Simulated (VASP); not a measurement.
Crystal: Os.

```
CELL_PARAMETERS angstrom
-1.52000 1.52000 1.52000
1.52000 -1.52000 1.52000
1.52000 1.52000 -1.52000
ATOMIC_POSITIONS crystal
Os 0.00000 0.00000 0.00000
```

This isn't the form of Os at room conditions, which is hcp.

* Program: VASP 6.6.1
* Task: relaxation of cell and atoms
* Functional: PBEsol
* Potentials or basis: VASP PAW PBE potentials, release 64 (Os)
* Cutoff: 600 eV
* k mesh: 20 × 20 × 20
* Occupations: fermi-dirac, width 0.05 eV
* Spin: no spin polarisation

At the start: pressure 9.8 GPa; volume 14.05 Å³/atom.

Problem. Where does the relaxation end?

Solution. Over 4 steps the energy falls by 9.9 meV/atom and the volume is 14.38 Å³/atom (+2.4 %); space group Im-3m (No. 229, to 0.1 Å) before and after.

Step by step:
| step | energy change (eV) | largest force (eV/Å) | pressure (GPa) | volume (Å³) |
| --- | --- | --- | --- | --- |
| 1 | 0.0000 | 0.0000 | 9.79 | 14.05 |
| 2 | 0.1453 | 0.0000 | -30.39 | 15.87 |
| 3 | -0.0099 | 0.0000 | -0.43 | 14.40 |
| 4 | -0.0099 | 0.0000 | -0.02 | 14.38 |

Final structure:
```
CELL_PARAMETERS angstrom
-1.53196 1.53196 1.53196
1.53196 -1.53196 1.53196
1.53196 1.53196 -1.53196
ATOMIC_POSITIONS crystal
Os 0.00000 0.00000 0.00000
```

Caveat: the PAW data sets were made with another functional, which shifts forces and pressure a little.
